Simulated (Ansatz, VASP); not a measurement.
One calculation of C, two programs

```
CELL_PARAMETERS angstrom
2.45617 0.00000 0.00000
-1.22809 2.12711 0.00000
0.00000 0.00000 8.52380
ATOMIC_POSITIONS crystal
C 0.33333 0.66667 0.00000
C 0.66667 0.33333 0.00000
```

Alike in both runs: task relaxation of cell and atoms; functional LDA; k mesh 13 × 13 × 4; occupations fermi-dirac, width 0.1 eV; no spin polarisation.

|  | VASP | Ansatz |
| --- | --- | --- |
| version | VASP 6.6.1 | Ansatz 0.2.0 |
| potentials or method | VASP PAW LDA potentials, release 64 (C), cutoff 600 eV | plane waves, PAW |
| valence electrons in the cell | 8 | 8 |

```tsv
	VASP	Ansatz	Ansatz less VASP
relaxed volume (Å³/atom)	22.07	22.06	-0.016
relaxed cell length with the largest relative difference (Å)	2.446	2.445	-0.0013
```

LDA's correlation is that of Perdew and Zunger in VASP and of Perdew and Wang (1992) in Ansatz.
